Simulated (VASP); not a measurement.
## TiB2: single point with LDA

Crystal: TiB2.

```
Ti B
1.0
     3.02920    0.00000    0.00000
    -1.51460    2.62336    0.00000
     0.00000    0.00000    3.22840
Ti B
1 2
Direct
  0.00000 0.00000 0.00000
  0.33333 0.66667 0.50000
  0.66667 0.33333 0.50000
```

```json
{"Program": "VASP 6.6.1", "Task": "single point", "Functional": "LDA", "Potentials or basis": "VASP PAW LDA potentials, release 64 (Ti_sv, B)", "Cutoff": "500 eV", "k mesh": "8 × 8 × 7", "Occupations": "fermi-dirac, width 0.1 eV", "Spin": "no spin polarisation"}
```

* Pressure: -10.7 GPa
* Band gap on the k mesh: zero (band 9 reaches 10.33 eV, above the bottom of band 10 at 9.81 eV)

Stress tensor (GPa, compression positive):
```
 -9.97   0.00   0.00
  0.00  -9.97   0.00
  0.00   0.00 -12.25
```

Levels at points of the mesh, in eV from the Fermi level:
```csv
k point,band 5,band 6,band 7,band 8,band 9,band 10,band 11,band 12,band 13,band 14
"(0.00, 0.00, 0.00)",-13.32,-2.61,-2.61,-2.28,-2.14,1.85,1.85,3.61,3.61,5.78
"(0.50, 0.00, 0.00)",-9.27,-9.05,-3.25,-3.23,-2.28,1.30,2.71,3.18,3.37,7.43
```

Wall time 7 s on 1 thread of Intel(R) Xeon(R) Platinum 8488C (Sapphire Rapids), on a shared host, peak memory 0.13 GiB.
